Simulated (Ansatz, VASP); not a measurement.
# Two plane-wave programs on MgS

```
Mg S
1.0
     0.00000    2.59121    2.59121
     2.59121    0.00000    2.59121
     2.59121    2.59121    0.00000
Mg S
1 1
Direct
  0.00000 0.00000 0.00000
  0.50000 0.50000 0.50000
```

Alike in both runs: task single point; functional PBEsol; k mesh 6 × 6 × 6; non-collinear spin, spin-orbit coupling.

|  | VASP | Ansatz |
| --- | --- | --- |
| version | VASP 6.6.1 | Ansatz 0.2.0 |
| potentials or method | VASP PAW PBE potentials, release 64 (Mg, S), cutoff 520 eV | plane waves, PAW |
| occupations | gaussian, width 0.01 eV | fixed |
| valence electrons in the cell | 8 | 16 |

|  | VASP | Ansatz | Ansatz less VASP |
| --- | --- | --- | --- |
| net moment per atom (μB) | 0.00 | 0.00 | 0.000 |

VASP's potentials were made for PBE, not for PBEsol, and Ansatz warns of the same on its side. VASP's potentials hold 8 valence electrons a cell and Ansatz's 16, so a difference there can come from the potentials and not from the codes.
